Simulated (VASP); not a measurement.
A run of VASP 6.6.1:

The input INCAR:

```
SYSTEM = C
PREC = Accurate
ENCUT = 520
EDIFF = 1E-7
ISMEAR = 0
SIGMA = 0.05
LREAL = .False.
LASPH = .True.
NELM = 80
ALGO = Normal
ISIF = 2
LWAVE = .False.
LCHARG = .False.
NBANDS = 11
```

Contents of KPOINTS:

```
regular mesh
0
Gamma
  12 12 12
  0 0 0
```

POSCAR

```
C
1.0
    1.1973256878      0.6912763082      3.5143613814
   -1.1973256878      0.6912763082      3.5143613814
    0.0000000000     -1.3825526163      3.5143613814
C
2
Direct
    0.1640000000      0.1640000000      0.1640000000
    0.8360000000      0.8360000000      0.8360000000
```

Potentials or basis: VASP PAW LDA potentials, release 64 (C).

Launch:

```console
$ cat potpaw_LDA.64/C/POTCAR > POTCAR
$ mpirun -np 1 vasp_std > vasp.out
```

Hardware: 1 thread of Intel Xeon 6975P-C (shared host).

How long does it take, and how much memory?

Wall time 41 s on 1 thread of Intel Xeon 6975P-C (shared host), peak memory 0.15 GiB. Counts: scf iterations 12, k points 189.
